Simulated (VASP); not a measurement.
Wanted: the native input for a VASP 6.6.1 run.

```yaml
Task: single point
Functional: PBE
Potentials_or_basis: VASP PAW PBE potentials, release 64 (Ir)
Cutoff: 500 eV
k_mesh: 8 × 8 × 8
Occupations: gaussian, width 0.05 eV
Spin: no spin polarisation
Dipole_correction: no
Further_INCAR_settings: ALGO = Normal; EDIFF = 1e-06; NBANDS = 10
```

The structure of Ir lies in POSCAR:

```
Ir
1.0
    0.0000000000      1.9378739741      1.9378739741
    1.9378739741      0.0000000000      1.9378739741
    1.9378739741      1.9378739741      0.0000000000
Ir
1
Direct
    0.0000000000      0.0000000000      0.0000000000
```

The input as run:

INCAR

```
SYSTEM = Ir
ALGO = Normal
EDIFF = 1E-6
ENCUT = 500
GGA = PE
GGA_COMPAT = .False.
ISIF = 2
ISMEAR = 0
LASPH = .True.
LCHARG = .True.
LELF = .True.
LREAL = .False.
LVHAR = .True.
LWAVE = .False.
NBANDS = 10
NELM = 120
PREC = Accurate
SIGMA = 0.05
```

KPOINTS

```
k-points
0
Gamma
  8 8 8
  0 0 0
```

Potentials or basis: VASP PAW PBE potentials, release 64 (Ir).

Command:

```sh
$ cat potpaw_PBE.64/Ir/POTCAR > POTCAR
$ mpirun -np 1 vasp_std > vasp.out
```

Results of the run:

| Item | Value |
| --- | --- |
| Pressure | 0.4 GPa |

It took 9.8 s on 1 thread of AMD EPYC 7R13, with other jobs on the host, peak memory 0.1 GiB.
